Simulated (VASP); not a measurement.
FeO: single point with PBE+U

Crystal: FeO.

```
Fe O
1.0
     0.00000   -2.16600   -2.16600
    -4.33200   -2.16600   -2.16600
     0.00000    2.16600   -2.16600
Fe O
2 2
Direct
  0.00000 0.00000 0.00000
  0.00000 0.50000 0.50000
  0.50000 0.00000 0.50000
  0.50000 0.50000 0.00000
```

```json
{"Program": "VASP 6.6.1", "Task": "single point", "Functional": "PBE", "Potentials or basis": "VASP PAW PBE potentials, release 64 (Fe, O)", "Cutoff": "520 eV", "k mesh": "8 × 5 × 6", "Occupations": "gaussian, width 0.02 eV", "Spin": "collinear spin, ferromagnetic start", "Starting moments": "[4.0, 4.0, 0.0, 0.0] μB", "Hubbard terms": "Fe d U = 5.3 eV"}
```

```json
{"Pressure": "-3.3 GPa", "Band gap on the k mesh": "zero (filled and empty bands overlap)", "Net moment": "8.01 μB per cell", "Site moments": "Fe +3.87; O +0.18 μB", "Valence electrons inside the program's atomic spheres": "Fe 6.72; O 5.01"}
```

Stress tensor (GPa, compression positive):
```
-3.65 -0.01  0.00
-0.01 -3.20 -0.32
 0.00 -0.32 -3.20
```

Levels at points of the mesh, in eV from the Fermi level:
Spin up:
| k point | band 16 | band 17 | band 18 | band 19 | band 20 | band 21 |
| --- | --- | --- | --- | --- | --- | --- |
| (0.00, 0.00, 0.00) | -4.09 | -4.09 | -4.09 | -0.54 | 4.44 | 8.21 |
| (0.50, 0.00, 0.00) | -2.25 | -2.25 | -2.25 | 3.48 | 3.49 | 7.70 |
| (0.00, 0.00, 0.50) | -4.51 | -2.39 | -2.39 | 4.79 | 4.79 | 8.38 |
| (0.50, 0.00, 0.50) | -5.43 | -3.99 | -3.99 | 6.63 | 6.63 | 8.05 |
Spin down:
```csv
k point,band 6,band 7,band 8,band 9,band 10,band 11,band 12,band 13,band 14,band 15
"(0.00, 0.00, 0.00)",-3.75,-3.75,-3.75,-2.11,-0.70,-0.67,-0.66,0.14,0.79,0.81
"(0.50, 0.00, 0.00)",-5.17,-5.17,-5.17,0.45,0.45,0.47,0.47,0.56,0.57,3.58
"(0.00, 0.00, 0.50)",-5.85,-5.05,-5.05,0.14,0.14,0.24,0.24,0.46,0.46,2.00
"(0.50, 0.00, 0.50)",-6.54,-5.76,-5.76,-0.06,-0.06,-0.05,-0.04,0.76,0.76,2.20
```

Eigenvalues of the final occupation matrices:
```csv
site,spin,trace,eigenvalues
site 1 d,1,4.96,0.97 0.97 0.97 1.02 1.02
site 1 d,2,1.13,0.10 0.10 0.31 0.31 0.32
site 2 d,1,4.96,0.97 0.97 0.97 1.02 1.02
site 2 d,2,1.13,0.10 0.10 0.31 0.31 0.32
```

Wall time 15 min on 1 thread of Oxide Virtual Turin-like Processor, on a shared host, peak memory 0.28 GiB.

Caveat: only a ferromagnetic start was run, and an antiferromagnetic order may lie lower in energy. The state reached can hang on the start; a lower one may exist.
